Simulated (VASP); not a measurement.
# B4P4H16 in VASP: single point with PBE

Aim: the single point of B4P4H16 with PBE.

All numbers are computed with VASP 6.6.1; they aren't measurements. Logs are shortened: lines on timing, memory, paths and dates and some standing lists are left out, and cuts for length are marked.

## (1) The cell of the first run

The cell holds a cluster in a box, 24 atoms: a = 12.900 Å, b = 14.500 Å, c = 14.500 Å, α = 90.00°, β = 90.00°, γ = 90.00°.

## (2) Single point, PBE

INCAR reads:

```
SYSTEM = BPH4
PREC = Accurate ; ENCUT = 520
EDIFF = 1E-6 ; ISMEAR = 0
SIGMA = 0.05 ; LREAL = Auto
LASPH = .TRUE. ; NELM = 60
ALGO = Normal ; ISIF = 2
LWAVE = .FALSE. ; LCHARG = .TRUE.
GGA = PE ; LELF = .TRUE.
LVHAR = .TRUE. ; NBANDS = 42
```

KPOINTS reads:

```
Automatic mesh
0
G
  1 1 1
  0 0 0
```

POSCAR reads:

```
BPH4
1.0
   12.9000000000      0.0000000000      0.0000000000
    0.0000000000     14.5000000000      0.0000000000
    0.0000000000      0.0000000000     14.5000000000
B P H
4 4 16
Direct
    0.4497197899      0.4114254956      0.3477983545
    0.4523980837      0.4201982109      0.6537408833
    0.4601993906      0.5777157074      0.5024215871
    0.6426060800      0.4277885604      0.4996469387
    0.5453855077      0.4946585748      0.5789780490
    0.5559952150      0.3507467152      0.4216119882
    0.5515993829      0.6503610315      0.4274348554
    0.3753140371      0.4980289870      0.4251723606
    0.4957118130      0.4602406491      0.2930877791
    0.3905899020      0.3579636286      0.3116862501
    0.5076185610      0.3748144721      0.7043690092
    0.3929725035      0.4721652908      0.6930976914
    0.4082309302      0.3715493409      0.5966843358
    0.6062368528      0.5579238995      0.6313125365
    0.4092805531      0.6323514340      0.5460461792
    0.5119083933      0.2769235736      0.4721100006
    0.6180793706      0.3002573526      0.3586069600
    0.5091509458      0.7184882988      0.3679949066
    0.6206962537      0.7041515692      0.4807632544
    0.6199294629      0.6032438716      0.3676532253
    0.6900345963      0.4786752386      0.4478723007
    0.6986496163      0.3795177800      0.5458333795
    0.3026163558      0.4578863715      0.4861715593
    0.3086025073      0.5524097539      0.3693914230
```

Potentials or basis: VASP PAW PBE potentials, release 64 (B, P, H).

Started as:

```
> cat potpaw_PBE.64/B/POTCAR potpaw_PBE.64/P/POTCAR potpaw_PBE.64/H/POTCAR > POTCAR
> mpirun -np 1 vasp_gam > vasp.out
```

OUTCAR:

```text
SYSTEM = BPH4
   PREC = Accurate
   ENCUT = 520
   EDIFF = 1E-6
   ISMEAR = 0
   LREAL = Auto
   LASPH = .TRUE.
   NELM = 60
   ISIF = 2
   GGA = PE

 ion  position               nearest neighbor table
   1  0.450  0.411  0.348-  10 1.21   9 1.22   8 1.94   6 1.95
   2  0.452  0.420  0.654-  11 1.22  12 1.22  13 1.23   5 1.94
   3  0.460  0.578  0.502-  15 1.21   7 1.92   8 1.95   5 1.97
   4  0.643  0.428  0.500-  22 1.21  21 1.22   6 1.94   5 1.96
   5  0.545  0.495  0.579-  14 1.43   2 1.94   4 1.96   3 1.97
   6  0.556  0.351  0.422-  16 1.42  17 1.42   4 1.94   1 1.95
   7  0.552  0.650  0.427-  20 1.41  19 1.41  18 1.42   3 1.92
   8  0.375  0.498  0.425-  23 1.41  24 1.42   1 1.94   3 1.95
   9  0.496  0.460  0.293-   1 1.22
  10  0.391  0.358  0.312-   1 1.21
  11  0.508  0.375  0.704-   2 1.22
  12  0.393  0.472  0.693-   2 1.22
  13  0.408  0.372  0.597-   2 1.23
  14  0.606  0.558  0.631-   5 1.43
[... 8 lines left out ...]
  23  0.303  0.458  0.486-   8 1.41
  24  0.309  0.552  0.369-   8 1.42

  LATTYP: Found a simple tetragonal cell.
 ALAT       =    14.5000000000
 C/A-ratio  =     0.8896551724

  Lattice vectors:

 A1 = (   0.0000000000,  14.5000000000,   0.0000000000)
 A2 = (   0.0000000000,   0.0000000000,  14.5000000000)
 A3 = (  12.9000000000,   0.0000000000,   0.0000000000)

Analysis of symmetry for initial positions (statically):
=====================================================================
 Subroutine PRICEL returns:
 Original cell was already a primitive cell.

 Routine SETGRP: Setting up the symmetry group for a
 simple tetragonal supercell.

 Subroutine GETGRP returns: Found  1 space group operations
 (whereof  1 operations were pure point group operations)
 out of a pool of 16 trial point group operations.

The static configuration has the point symmetry C_1 .

Analysis of symmetry for dynamics (positions and initial velocities):
=====================================================================
 Subroutine PRICEL returns:
 Original cell was already a primitive cell.

 Routine SETGRP: Setting up the symmetry group for a
 simple tetragonal supercell.

 Subroutine GETGRP returns: Found  1 space group operations
 (whereof  1 operations were pure point group operations)
 out of a pool of 16 trial point group operations.

The dynamic configuration has the point symmetry C_1 .

 Subroutine INISYM returns: Found  1 space group operations
[... 120 lines left out ...]
   NSW    =      0    number of steps for IOM
   IBRION =     -1    ionic relax: 0-MD 1-quasi-New 2-CG
   NFREE  =      0    steps in history (QN), initial steepest desc. (CG)
   ISIF   =      2    stress and relaxation
   ISYM   =      2    0-nonsym 1-usesym 2-fastsym
   POTIM  = 0.5000    time-step for ionic-motion
   TEBEG  =    0.0;   TEEND  =   0.0 temperature during run
   PSTRESS=    0.0 pullay stress
   NELECT =      48.0000    total number of electrons
   NUPDOWN=      -1.0000    fix difference up-down
   EMIN   =  10.00;   EMAX   =-10.00  energy-range for DOS
   EFERMI =   0.00;   METHOD = LEGACY
   ISMEAR =     0;   SIGMA  =   0.05  broadening in eV -4-tet -1-fermi 0-gaus
   EFERMI_NEDOS =   21; number of points for ismear=-14 and -15
   IALGO  =     38    algorithm
   IMIX   =      4    mixing-type and parameters
     AMIX     =   0.40;   BMIX     =  1.00
     AMIX_MAG =   1.60;   BMIX_MAG =  1.00
  volume/ion in A,a.u.               =     113.01       762.62
  Fermi-wavevector in a.u.,A,eV,Ry     =   0.426625  0.806205  2.476386  0.182009
  Thomas-Fermi vector in A             =   1.392763
   LORBIT       =      0    0 simple, 1 ext, 2 COOP (PROOUT), +10 PAW based schemes
   GGA     = PE    functional components
   LHFCALC =     F    Hartree Fock is set to
   AEXX    =    0.0000 exact exchange contribution
   IVDW    =     0    specifies the selected vdW correction
   LEPSILON=     F    determine dielectric tensor
   LRPA    =     F    only Hartree local field effects (RPA)
 non-spin polarized calculation
 Gauss-broadening in eV      SIGMA  =   0.05
  energy-cutoff  :      520.00
  volume of cell :     2712.22
 maximum number of plane-waves:     36406
 NGX is ok and might be reduce to    96
   NGX = 47   NGY = 53   NGZ = 53

 number of electron      47.9999998 magnetization

 Free energy of the ion-electron system (eV)
  ---------------------------------------------------
  ext. energy  EPLUGINS =         0.00000000
  ---------------------------------------------------
  free energy    TOTEN  =      -104.90451451 eV

  energy without entropy =     -104.90451451  energy(sigma->0) =     -104.90451451

 E-fermi :  -5.3799     XC(G=0):  -1.1882

 val. band max:       -5.6482109855   @ k =   0.0000   0.0000   0.0000
 cond. band min:      -1.3885271380   @ k =   0.0000   0.0000   0.0000
 fundamental gap:      4.2596838475
 Fermi energy:        -5.3799203189

 k-point     1 :       0.0000    0.0000    0.0000
  band No.  band energies     occupation
      1     -18.0811      2.00000
      2     -16.9856      2.00000
      3     -16.0800      2.00000
      4     -15.4134      2.00000
      5     -12.3799      2.00000
      6     -11.9372      2.00000
[... 28 lines left out ...]
     35       0.4922      0.00000
     36       0.6029      0.00000
 [bands above 36 left out]

------------------------ aborting loop because EDIFF is reached ----------------------------------------

  FORCE on cell =-STRESS in cart. coord.  units (eV):
  Direction    XX          YY          ZZ          XY          YZ          ZX
  --------------------------------------------------------------------------------------
  -------------------------------------------------------------------------------------
  Total       -0.4597241     -0.5282530     -0.4851060     -0.0270129     -0.0590029     -0.0011915
  in kB       -0.2715702     -0.3120519     -0.2865639     -0.0159572     -0.0348545     -0.0007038
  external PRESSURE =      -0.2900620 kB  Pullay stress =       0.0000000 kB

 VOLUME and BASIS-vectors are now :
 -----------------------------------------------------------------------------
  energy-cutoff  :      520.00
  volume of cell :     2712.22
      direct lattice vectors                 reciprocal lattice vectors
    12.900000000  0.000000000  0.000000000     0.077519380  0.000000000  0.000000000
     0.000000000 14.500000000  0.000000000     0.000000000  0.068965517  0.000000000
     0.000000000  0.000000000 14.500000000     0.000000000  0.000000000  0.068965517

 POSITION                                       TOTAL-FORCE (eV/Angst)
 -----------------------------------------------------------------------------------
      5.80139      5.96567      5.04308         0.007180     -0.001615      0.018626
      5.83594      6.09287      9.47924        -0.003868      0.006314      0.002500
      5.93657      8.37688      7.28511         0.012106     -0.020856     -0.002989
      8.28962      6.20293      7.24488        -0.019590      0.005280      0.007056
      7.03547      7.17255      8.39518         0.001925      0.022294      0.008539
      7.17234      5.08583      6.11337        -0.002521     -0.038484     -0.007981
[... 16 lines left out ...]
      3.90375      6.63935      7.04949         0.028786      0.017407     -0.023202
      3.98097      8.00994      5.35618         0.023223     -0.020513      0.019138
 -----------------------------------------------------------------------------------
    total drift:                               -0.001646      0.001089     -0.001074

  FREE ENERGIE OF THE ION-ELECTRON SYSTEM (eV)
  ---------------------------------------------------
  free  energy   TOTEN  =      -104.9045145113 eV

  energy  without entropy=     -104.9045145113  energy(sigma->0) =     -104.90451451
```

OSZICAR:

```text
N       E                     dE             d eps       ncg     rms          rms(c)
DAV:   1     0.316157388752E+03    0.31616E+03   -0.13261E+04   100   0.724E+02
DAV:   2    -0.229658717727E+02   -0.33912E+03   -0.31490E+03   144   0.123E+02
DAV:   3    -0.112994807856E+03   -0.90029E+02   -0.89818E+02   120   0.744E+01
[... 21 lines left out ...]
DAV:  25    -0.104904501620E+03   -0.94947E-05   -0.17558E-07    80   0.127E-03    0.708E-04
DAV:  26    -0.104904509270E+03   -0.76498E-05   -0.25219E-07    80   0.138E-03    0.914E-04
DAV:  27    -0.104904512402E+03   -0.31321E-05   -0.57536E-08    80   0.858E-04    0.336E-04
DAV:  28    -0.104904513963E+03   -0.15610E-05   -0.47531E-08    80   0.544E-04    0.227E-04
DAV:  29    -0.104904514511E+03   -0.54804E-06   -0.13708E-08    80   0.467E-04
   1 F= -.10490451E+03 E0= -.10490451E+03  d E =-.883505E-14
```

stdout:

```text
POSCAR found type information on POSCAR B P H
 POSCAR found :  3 types and      24 ions
 scaLAPACK will be used
 LDA part: xc-table for (Slater+PW92), standard interpolation
 POSCAR, INCAR and KPOINTS ok, starting setup
 FFT: planning ... GRIDC
 FFT: planning ... GRID_SOFT
 FFT: planning ... GRID
 WAVECAR not read
 entering main loop
```

It took 5.3 min on 1 thread of Intel Xeon 6975P-C (Granite Rapids), shared host; peak memory 1.7 GiB.

What came out:

| Item | Value |
| --- | --- |
| Free energy | -104.9045 eV |
| Largest force | 0.055 eV/Å |
| Gap between the frontier levels | 4.26 eV |

Forces on the atoms (eV/Å):
```
B    0.007 -0.002  0.019
B   -0.004  0.006  0.003
B    0.012 -0.021 -0.003
B   -0.020  0.005  0.007
P    0.002  0.022  0.009
P   -0.003 -0.038 -0.008
P    0.038  0.030 -0.027
P   -0.045  0.003 -0.001
H    0.000  0.001  0.000
H    0.001  0.004  0.002
H   -0.001 -0.002 -0.002
H    0.010 -0.009 -0.008
H    0.014  0.016  0.009
H   -0.024 -0.035 -0.023
H   -0.004  0.008  0.000
H    0.016  0.032 -0.019
H   -0.018  0.020  0.021
H    0.015 -0.030  0.027
H   -0.026 -0.026 -0.026
H   -0.032  0.024  0.027
H    0.004  0.005 -0.008
H    0.005 -0.009  0.006
H    0.029  0.017 -0.023
H    0.023 -0.021  0.019
```
